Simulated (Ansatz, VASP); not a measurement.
## One calculation of MnHg, two programs

Contents of INCAR:

```
SYSTEM = MnHg
ALGO     = Normal         ! electronic algorithm
EDIFF    = 1E-8           ! SCF threshold, eV
ENCUT    = 520            ! plane-wave cutoff, eV
GGA      = PE             ! functional
ISIF     = 2              ! what is computed and relaxed
ISMEAR   = -1             ! smearing method
ISPIN    = 2              ! spin polarisation
LASPH    = .TRUE.         ! aspherical terms in the spheres
LCHARG   = .FALSE.        ! write CHGCAR
LEFG     = .TRUE.       
LMAXMIX  = 4              ! l up to which the mixer works
LORBIT   = 11             ! projections on sites
LREAL    = .FALSE.        ! projectors in reciprocal space
LWAVE    = .FALSE.        ! write WAVECAR
MAGMOM   = 4 0            ! initial moments
NBANDS   = 24             ! bands
NELM     = 150            ! most SCF steps
PREC     = Accurate       ! precision mode
SIGMA    = 0.05           ! smearing width, eV
```

Contents of KPOINTS:

```
k-points
0
G
  11 11 11
  0 0 0
```

File POSCAR:

```
MnHg
1.0
    3.3097754690      0.0000000000      0.0000000000
    0.0000000000      3.3097754690      0.0000000000
    0.0000000000      0.0000000000      3.3349410368
Mn Hg
1 1
Direct
    0.5000000000      0.5000000000      0.5000000000
    0.0000000000      0.0000000000      0.0000000000
```

Input for Ansatz:

```yaml
crystal:
  lattice:
    - [3.309775469, 0.0, 0.0]
    - [0.0, 3.309775469, 0.0]
    - [0.0, 0.0, 3.3349410368]
  atoms:
    - { symbol: Mn, position: [0.5, 0.5, 0.5], spin: 4.0 }
    - { symbol: Hg, position: [0.0, 0.0, 0.0] }
magnetization:
  spin_polarized: true
kpoints:
  mp_grid: { grid: [11, 11, 11] }
scf:
  occupations: { method: fermi_dirac, width: 0.05 }
hamiltonian:
  xc: pbe
  pseudopotentials: { kind: paw }
output:
  forces: true
  stress: true
  eigenvalues: true
  efg: { contact_densities: true }
```

Change from the starting cell: volume scaled by 1.02, PAW files.

Alike in both runs: task electric field gradients; functional PBE; k mesh 11 × 11 × 11; occupations fermi-dirac, width 0.05 eV; collinear spin.

```csv
,VASP,Ansatz
version,VASP 6.6.1,Ansatz 0.2.0
potentials or method,"VASP PAW PBE potentials, release 64 (Mn_pv, Hg)","PAW with Ansatz's default frozen-core files, scalar-relativistic"
plane-wave cutoff (eV),520,420
valence electrons in the cell,25,35
```

Ansatz gave:

```
pressure (GPa)                                                : 0.6
traceless stress, the component that is largest in VASP (GPa) : -0.09
net moment per atom (μB)                                      : 1.98
size of the moment on the site where the two differ most (μB) : 3.91
size of Vzz on the site where it differs most (V/Å²)          : 0.6
```

Q: Which values does VASP return?

A: Pressure (GPa): 1.0; traceless stress, the component that is largest in VASP (GPa): -0.10; net moment per atom (μB): 1.98; size of the moment on the site where the two differ most (μB): 3.86; size of Vzz on the site where it differs most (V/Å²): 0.4.

Site moments also hang on the region over which each program counts them. The functional is the same, so the differences come from potentials, cutoffs and numerics. VASP's potentials hold 25 valence electrons a cell and Ansatz's 35, so a difference there can come from the potentials and not from the codes.

Spin-orbit coupling is off throughout.
